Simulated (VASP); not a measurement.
Ge: single point with PBE-based global hybrid with 50 % exact exchange

Ge:

```
Ge
1.0
     0.00000    2.83687    2.83687
     2.83687    0.00000    2.83687
     2.83687    2.83687    0.00000
Ge
2
Direct
  0.00000 0.00000 0.00000
  0.25000 0.25000 0.25000
```

```
Program                            : VASP 6.6.1
Task                               : single point
Functional                         : PBE-based global hybrid with 50 % exact exchange
Potentials or basis                : VASP PAW PBE potentials, release 64 (Ge_d)
Cutoff                             : 520 eV
k mesh                             : 4 × 4 × 4
Occupations                        : fermi-dirac, width 0.02 eV
Spin                               : no spin polarisation
Dipole correction                  : no
Grid for exact exchange (PRECFOCK) : Normal
Share of exact exchange            : 0.5
Further INCAR settings             : ALGO = Normal; EDIFF = 1e-06; NBANDS = 21
```

```yaml
Pressure: -2.3 GPa
Band_gap_on_the_k_mesh: 3.07 eV (least direct gap 3.37 eV)
```

Levels at points of the mesh, in eV from the valence-band top:
| k point | band 12 | band 13 | band 14 | band 15 | band 16 | band 17 |
| --- | --- | --- | --- | --- | --- | --- |
| (0.00, 0.00, 0.00) | 0.00 | 0.00 | 0.00 | 3.37 | 5.49 | 5.49 |
| (0.50, 0.00, 0.00) | -8.96 | -1.62 | -1.62 | 3.07 | 6.76 | 6.76 |
| (0.50, 0.50, 0.00) | -10.50 | -3.61 | -3.61 | 3.39 | 3.39 | 13.66 |

It took 20 min on 1 thread of AMD EPYC 7R13 Processor (Zen 3), with other jobs on the host, peak memory 0.14 GiB.

Caveat: the k points lie up to 0.48 Å⁻¹ apart; the PAW data sets were made with another functional, which shifts forces and pressure a little. A k mesh can miss the band edges.
